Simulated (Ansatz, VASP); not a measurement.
Ga3SbN2 in VASP and in Ansatz

File INCAR:

```
PREC     = Accurate       # precision mode
ENCUT    = 520            # plane-wave cutoff, eV
EDIFF    = 1E-6           # SCF threshold, eV
ISMEAR   = 0              # smearing method
SIGMA    = 0.1            # smearing width, eV
LREAL    = F              # projectors in reciprocal space
LASPH    = T              # aspherical terms in the spheres
NELM     = 100            # most SCF steps
ALGO     = Normal         # electronic algorithm
ISIF     = 2              # what is computed and relaxed
LWAVE    = F              # write WAVECAR
LCHARG   = T              # write CHGCAR
GGA      = PE             # functional
LELF     = T              # ELF
LVHAR    = T            
NBANDS   = 36             # bands
```

The input KPOINTS:

```
Automatic mesh
0
Gamma
  6 6 2
```

The input POSCAR:

```
Ga3SbN2
1.0
    3.1894471300      0.0000000000      0.0000000000
    0.0000000000      3.1894471300      0.0000000000
    0.0000000000      0.0000000000      9.7757593800
Ga Sb N
3 1 2
Direct
    0.5000000000      0.5000000000      0.1817286000
    0.5000000000      0.5000000000      0.5000000000
    0.5000000000      0.5000000000      0.8182714000
    0.0000000000      0.0000000000      0.0000000000
    0.0000000000      0.0000000000      0.3392778000
    0.0000000000      0.0000000000      0.6607222000
```

Input for Ansatz:

```yaml
crystal:
  lattice:
    - [3.18944713, 0.0, 0.0]
    - [0.0, 3.18944713, 0.0]
    - [0.0, 0.0, 9.77575938]
  atoms:
    - { symbol: Ga, position: [0.5, 0.5, 0.1817286] }
    - { symbol: Ga, position: [0.5, 0.5, 0.5] }
    - { symbol: Ga, position: [0.5, 0.5, 0.8182714] }
    - { symbol: Sb, position: [0.0, 0.0, 0.0] }
    - { symbol: "N", position: [0.0, 0.0, 0.3392778] }
    - { symbol: "N", position: [0.0, 0.0, 0.6607222] }
basis:
  ecutwfc: 420
kpoints:
  mp_grid: { grid: [6, 6, 2] }
hamiltonian:
  xc: pbe
scf:
  occupations: { method: gaussian, width: 0.1 }
  lower_state_search: "off"
output:
  forces: true
  stress: true
  eigenvalues: true
```

Change from the starting cell: species swapped into the Mg3HgAu2 type (P4/mmm, No. 123).

Alike in both runs: task single point; functional PBE; k mesh 6 × 6 × 2; occupations gaussian, width 0.1 eV; no spin polarisation.

|  | VASP | Ansatz |
| --- | --- | --- |
| version | VASP 6.6.1 | Ansatz 0.2.0 |
| potentials or method | VASP PAW PBE potentials, release 64 (Ga_d, Sb, N), cutoff 520 eV | scalar-relativistic, plane waves, PAW |
| valence electrons in the cell | 54 | 64 |

```tsv
	VASP	Ansatz	Ansatz less VASP
gap on the k mesh at the Fermi level (eV)	none	none	-
pressure (GPa)	-5.0	-5.1	-0.04
traceless stress, the component that is largest in VASP (GPa)	-2.72	-2.71	+0.011
rms of the force components (eV/Å)	0.939	0.936	-0.0030
```

Atom by atom the forces differ by 0.003 eV/Å (rms over components). A gap of «none» marks a metal or a gap that the smearing closes. VASP's potentials hold 54 valence electrons a cell and Ansatz's 64, so a difference there can come from the potentials and not from the codes.

Spin-orbit coupling is off throughout.
